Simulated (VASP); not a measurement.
**C: single point with PBE**

C:

```
C
1.0
     1.40735   -2.58988    0.00000
     1.40735    2.58988    0.00000
     0.00000    0.00000    2.65390
C
3
Direct
  0.00000 0.50000 0.00000
  0.50000 0.00000 0.00000
  0.50000 0.50000 0.50000
```

The cell was built from a structure type or drawn by symmetry, and may not be a known phase.

| Property | Result |
| --- | --- |
| Program | VASP 6.6.1 |
| Task | single point |
| Functional | PBE |
| Potentials or basis | VASP PAW PBE potentials, release 64 (C) |
| Cutoff | 520 eV |
| k mesh | 18 × 18 × 18 |
| Occupations | gaussian, width 0.1 eV |
| Spin | no spin polarisation |

```
Pressure               : 0.2 GPa
Band gap on the k mesh : zero (bands 6 and 7 overlap by 3.29 eV)
```

Stress tensor (GPa, compression positive):
```
0.43 0.00 0.00
0.00 0.08 0.00
0.00 0.00 0.09
```

Levels at points of the mesh, in eV from the Fermi level:
| k point | band 3 | band 4 | band 5 | band 6 | band 7 | band 8 | band 9 | band 10 |
| --- | --- | --- | --- | --- | --- | --- | --- | --- |
| (0.00, 0.00, 0.00) | -6.46 | -5.57 | -4.50 | -1.35 | 1.72 | 5.96 | 6.31 | 7.73 |
| (0.50, 0.00, 0.00) | -7.65 | -6.29 | -2.70 | -0.17 | 0.92 | 2.38 | 5.75 | 6.62 |
| (0.50, 0.50, 0.00) | -10.48 | -3.88 | -3.79 | 0.45 | 1.41 | 1.79 | 7.06 | 7.40 |
| (0.00, 0.00, 0.50) | -9.82 | -3.41 | -0.03 | 1.34 | 1.75 | 1.77 | 4.00 | 4.07 |
| (0.50, 0.00, 0.50) | -11.00 | -8.34 | -4.84 | -2.49 | -0.98 | 0.69 | 7.65 | 8.57 |
| (0.50, 0.50, 0.50) | -11.11 | -9.61 | -9.48 | -1.46 | 1.45 | 7.87 | 7.96 | 8.13 |

Wall time 3.9 min on 1 thread of Intel Xeon 8259CL, with other jobs on the host, peak memory 0.27 GiB.
